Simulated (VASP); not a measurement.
# Si (I4/mmm) in VASP: single point with r2SCAN

Aim: the single point of Si with r2SCAN.

All numbers are computed with VASP 6.6.1; they aren't measurements. Logs are shortened: lines on timing, memory, paths and dates and some standing lists are left out, and cuts for length are marked.

## (1) The cell of the first run

The structure is tetragonal, space group I4/mmm (No. 139). Conventional cell: a = 3.318 Å, b = 3.318 Å, c = 2.553 Å, α = 90.00°, β = 90.00°, γ = 90.00°. Within 3.4 Å of Si (site symmetry 4/mmm) lie 14 Si at 2.55 to 3.32 Å.

## (2) Single point, r2SCAN

POSCAR

```
Si
1.0
   -1.6588457136      1.6588457136      1.2763369320
    1.6588457136     -1.6588457136      1.2763369320
    1.6588457136      1.6588457136     -1.2763369320
Si
1
Direct
    0.0000000000      0.0000000000      0.0000000000
```

INCAR.step1

```
ALGO = Normal
EDIFF = 1E-4
ENCUT = 520
GGA = PE
ISMEAR = 0
LASPH = True
LCHARG = False
LREAL = False
LWAVE = True
NBANDS = 8
NELM = 60
PREC = Accurate
SIGMA = 0.15
```

INCAR.step2

```
ALGO = Normal
EDIFF = 1E-6
ENCUT = 520
ISIF = 2
ISMEAR = 0
ISTART = 1
LASPH = True
LCHARG = False
LMIXTAU = True
LREAL = False
LWAVE = False
METAGGA = R2SCAN
NBANDS = 8
NELM = 60
PREC = Accurate
SIGMA = 0.15
```

KPOINTS

```
k-points
0
Gamma
  30 30 30
```

Potentials or basis: VASP PAW PBE potentials, release 64 (Si).

Launch:

```
$ cat potpaw_PBE.64/Si/POTCAR > POTCAR
$ cp INCAR.step1 INCAR
$ mpirun -np 1 vasp_std > vasp.out
$ cp INCAR.step2 INCAR
$ mpirun -np 1 vasp_std > vasp.out
```

OUTCAR:

```text
EDIFF = 1E-6
   ENCUT = 520
   ISIF = 2
   ISMEAR = 0
   ISTART = 1
   LASPH = True
   LREAL = False
   METAGGA = R2SCAN
   NELM = 60
   PREC = Accurate

 ion  position               nearest neighbor table
   1  0.000  0.000  0.000-

  LATTYP: Found a body centered tetragonal cell.
 ALAT       =     3.3176914272
 C/A-ratio  =     0.7694126835

  Lattice vectors:

 A1 = (  -1.6588457136,   1.6588457136,   1.2763369320)
 A2 = (   1.6588457136,  -1.6588457136,   1.2763369320)
 A3 = (   1.6588457136,   1.6588457136,  -1.2763369320)

Analysis of symmetry for initial positions (statically):
=====================================================================
 Subroutine PRICEL returns:
 Original cell was already a primitive cell.

 Routine SETGRP: Setting up the symmetry group for a
 body centered tetragonal supercell.

 Subroutine GETGRP returns: Found 16 space group operations
 (whereof 16 operations were pure point group operations)
 out of a pool of 16 trial point group operations.

The static configuration has the point symmetry D_4h.

Analysis of symmetry for dynamics (positions and initial velocities):
=====================================================================
 Subroutine PRICEL returns:
 Original cell was already a primitive cell.

 Routine SETGRP: Setting up the symmetry group for a
 body centered tetragonal supercell.

 Subroutine GETGRP returns: Found 16 space group operations
 (whereof 16 operations were pure point group operations)
 out of a pool of 16 trial point group operations.

The dynamic configuration has the point symmetry D_4h.

 Subroutine INISYM returns: Found 16 space group operations
 (whereof 16 operations are pure point group operations),
 and found     1 'primitive' translations

----------------------------------------------------------------------------------------

                                     Primitive cell

  volume of cell :      14.0487

  direct lattice vectors                    reciprocal lattice vectors
    -1.658845714  1.658845714  1.276336932     0.000000000  0.301414409  0.391746088
     1.658845714 -1.658845714  1.276336932     0.301414409  0.000000000  0.391746088
     1.658845714  1.658845714 -1.276336932     0.301414409  0.301414409  0.000000000

  length of vectors
     2.670687958  2.670687958  2.670687958     0.494282959  0.494282959  0.426264345

[... 73 lines left out ...]
   LNONCOLLINEAR =      F non collinear calculations
   LSORBIT =      F    spin-orbit coupling
   LASPH  =      T    aspherical Exc in radial PAW
   ENCUT  =  520.0 eV  38.22 Ry    6.18 a.u.   4.97  4.97  4.97*2*pi/ulx,y,z
   NELM   =     60;   NELMIN=  2; NELMDL=  0     # of ELM steps
   EDIFF  = 0.1E-05   stopping-criterion for ELM
   LREAL  =      F    real-space projection
   EDIFFG = 0.1E-04   stopping-criterion for IOM
   NSW    =      0    number of steps for IOM
   IBRION =     -1    ionic relax: 0-MD 1-quasi-New 2-CG
   NFREE  =      0    steps in history (QN), initial steepest desc. (CG)
   ISIF   =      2    stress and relaxation
   ISYM   =      2    0-nonsym 1-usesym 2-fastsym
   POTIM  = 0.5000    time-step for ionic-motion
   TEBEG  =    0.0;   TEEND  =   0.0 temperature during run
   PSTRESS=    0.0 pullay stress
   NELECT =       4.0000    total number of electrons
   NUPDOWN=      -1.0000    fix difference up-down
   EMIN   =  10.00;   EMAX   =-10.00  energy-range for DOS
   EFERMI =   0.00;   METHOD = LEGACY
   ISMEAR =     0;   SIGMA  =   0.15  broadening in eV -4-tet -1-fermi 0-gaus
   EFERMI_NEDOS =   21; number of points for ismear=-14 and -15
   IALGO  =     38    algorithm
   IMIX   =      4    mixing-type and parameters
     AMIX     =   0.40;   BMIX     =  1.00
     AMIX_MAG =   1.60;   BMIX_MAG =  1.00
  volume/ion in A,a.u.               =      14.05        94.81
  Fermi-wavevector in a.u.,A,eV,Ry     =   1.077000  2.035235 15.781794  1.159929
  Thomas-Fermi vector in A             =   2.212900
   LORBIT       =      0    0 simple, 1 ext, 2 COOP (PROOUT), +10 PAW based schemes
   METAGGA = R2SCAN    functional components
   LHFCALC =     F    Hartree Fock is set to
   AEXX    =    0.0000 exact exchange contribution
   IVDW    =     0    specifies the selected vdW correction
   LEPSILON=     F    determine dielectric tensor
   LRPA    =     F    only Hartree local field effects (RPA)
 non-spin polarized calculation
 Gauss-broadening in eV      SIGMA  =   0.15
  energy-cutoff  :      520.00
  volume of cell :       14.05
 maximum number of plane-waves:       394
   NGX =  9   NGY =  9   NGZ =  9

 number of electron       4.0000000 magnetization

 Free energy of the ion-electron system (eV)
  ---------------------------------------------------
  ext. energy  EPLUGINS =         0.00000000
  ---------------------------------------------------
  free energy    TOTEN  =        -8.09783264 eV

  energy without entropy =       -8.09379464  energy(sigma->0) =       -8.09581364

 E-fermi :  10.5467     XC(G=0): -12.0349

 val. band max:       10.5337381390   @ k =  -0.2333   0.3000   0.2000
 cond. band min:      10.5498141798   @ k =   0.4667   0.2333   0.0333
 fundamental gap:      0.0160760408
 Fermi energy:        10.5467019083

 k-point     1 :       0.0000    0.0000    0.0000
  band No.  band energies     occupation
      1      -5.0680      2.00000
      2      19.8781      0.00000
      3      20.5564      0.00000
      4      20.5564      0.00000
      5      23.5405      0.00000
      6      26.3906      0.00000
      7      27.6842      0.00000
      8      27.6842      0.00000
[... 243 lines left out ...]
 k-point    24 :       0.2667    0.0333    0.0000
  band No.  band energies     occupation
      1      -1.9496      2.00000
      2      13.2104      0.00000
      3      16.0037      0.00000
      4      18.0671      0.00000
      5      19.4180      0.00000
      6      22.4781      0.00000
      7      28.3256      0.00000
      8      29.9281      0.00000

 [... further k-points ...]
[... 5 lines left out ...]
  --------------------------------------------------------------------------------------
  -------------------------------------------------------------------------------------
  Total       -0.0113412     -0.0113412      0.0612145      0.0000000     -0.0000000      0.0000000
  in kB       -1.2933936     -1.2933936      6.9811622      0.0000000     -0.0000000      0.0000000
  external PRESSURE =       1.4647917 kB  Pullay stress =       0.0000000 kB

 VOLUME and BASIS-vectors are now :
 -----------------------------------------------------------------------------
  energy-cutoff  :      520.00
  volume of cell :       14.05
      direct lattice vectors                 reciprocal lattice vectors
    -1.658845714  1.658845714  1.276336932     0.000000000  0.301414409  0.391746088
     1.658845714 -1.658845714  1.276336932     0.301414409  0.000000000  0.391746088
     1.658845714  1.658845714 -1.276336932     0.301414409  0.301414409  0.000000000

 POSITION                                       TOTAL-FORCE (eV/Angst)
 -----------------------------------------------------------------------------------
      0.00000      0.00000      0.00000         0.000000     -0.000000      0.000000
 -----------------------------------------------------------------------------------
    total drift:                                0.000000      0.000000      0.000000

  FREE ENERGIE OF THE ION-ELECTRON SYSTEM (eV)
  ---------------------------------------------------
  free  energy   TOTEN  =        -8.0978326410 eV

  energy  without entropy=       -8.0937946368  energy(sigma->0) =       -8.09581364
```

OUTCAR.step1:

```text
EDIFF = 1E-4
   ENCUT = 520
   GGA = PE
   ISMEAR = 0
   LASPH = True
   LREAL = False
[... 479 lines left out ...]

 POSITION                                       TOTAL-FORCE (eV/Angst)
 -----------------------------------------------------------------------------------
      0.00000      0.00000      0.00000        -0.000000      0.000000     -0.000000
 -----------------------------------------------------------------------------------
    total drift:                                0.000000      0.000000     -0.000000

  FREE ENERGIE OF THE ION-ELECTRON SYSTEM (eV)
  ---------------------------------------------------
  free  energy   TOTEN  =        -4.9349035472 eV

  energy  without entropy=       -4.9304684341  energy(sigma->0) =       -4.93268599
```

OSZICAR.step1:

```text
N       E                     dE             d eps       ncg     rms          rms(c)
DAV:   1    -0.240923500044E+01   -0.24092E+01   -0.18171E+03 34488   0.381E+02
DAV:   2    -0.494031864965E+01   -0.25311E+01   -0.24226E+01 47208   0.305E+01
DAV:   3    -0.495458254529E+01   -0.14264E-01   -0.14253E-01 36864   0.239E+00
DAV:   4    -0.495459591314E+01   -0.13368E-04   -0.13367E-04 51392   0.785E-02
DAV:   5    -0.495459591486E+01   -0.17135E-08   -0.19143E-08 36592   0.597E-04    0.295E+00
DAV:   6    -0.494211896056E+01    0.12477E-01   -0.37067E-03 37664   0.269E-01    0.164E+00
DAV:   7    -0.493492366046E+01    0.71953E-02   -0.76907E-03 37912   0.389E-01    0.143E-01
DAV:   8    -0.493490354718E+01    0.20113E-04   -0.40898E-05 44272   0.489E-02
   1 F= -.49349035E+01 E0= -.49326860E+01  d E =-.443511E-02
```

Wall time 14 min (1 thread of Intel Xeon 8259CL, shared host); peak memory 0.29 GiB.

What came out:

| Item | Value |
| --- | --- |
| Free energy | -8.0978 eV |
| Pressure | 0.1 GPa |
| Band gap on the k mesh | zero (bands 2 and 3 overlap by 13.42 eV) |

Stress tensor (GPa, compression positive):
```
-0.13  0.00  0.00
 0.00 -0.13  0.00
 0.00  0.00  0.70
```

Caveat: the PAW data sets were made with another functional, which shifts forces and pressure a little.
